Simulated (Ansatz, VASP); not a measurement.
One calculation of SbW, two programs

```
W Sb
1.0
     2.67744    0.00000    0.00000
     0.00000    2.67744    0.00000
     0.00000    0.00000    2.67744
W Sb
1 1
Cartesian
  0.0000 0.0000 0.0000
  1.3387 1.3387 1.3387
```

Change from the starting cell: volume scaled by 0.52, LAPW.

Alike in both runs: task single point; functional PBE; k mesh 12 × 12 × 12; occupations fermi-dirac, width 0.08 eV; no spin polarisation.

```csv
,VASP,Ansatz
version,VASP 6.6.1,Ansatz 0.2.0
potentials or method,"VASP PAW PBE potentials, release 64 (W_sv, Sb), cutoff 520 eV","all-electron LAPW, scalar-relativistic"
```

```csv
,VASP,Ansatz,Ansatz less VASP
pressure (GPa),505.1,498.6,-6.46
```

Both programs put the cell under a high pressure, so it lies far from rest at this level. Ansatz ran all-electron here, and VASP with PAW potentials.

Neither program's run includes spin-orbit coupling. Noted on VASP's run: the cell as given lies far from equilibrium.
